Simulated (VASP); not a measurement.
The system is NaCl.

```
Na Cl
1.0
     0.03550    3.08727    3.08727
     3.08727    0.03550    3.08727
     3.12278    3.12278    0.00000
Na Cl
1 1
Direct
  0.00259 0.00259 0.99741
  0.24741 0.24741 0.25259
```

This cell differs from its parent crystal: shear xy strain +2.3%.

Base run:

```yaml
Program: VASP 6.6.1
Functional: r2SCAN
Potentials_or_basis: VASP PAW PBE potentials, release 64 (Na_pv, Cl)
Cutoff: 520 eV
k_mesh: 8 × 8 × 8
Occupations: gaussian, width 0.01 eV
Spin: no spin polarisation
```

Its results: band gap on the k mesh 5.53 eV, direct; pressure -0.1 GPa.

Task: The run is repeated on the same cell with these changes: functional from r2SCAN to PBE; occupations from gaussian, width 0.01 eV to fermi-dirac, width 0.02 eV. What comes out?

Result: Band gap on the k mesh 4.91 eV, direct; pressure 0.7 GPa.

Caveats: the PAW data sets were made with another functional, which shifts forces and pressure a little (some runs).

A k mesh can miss the band edges.
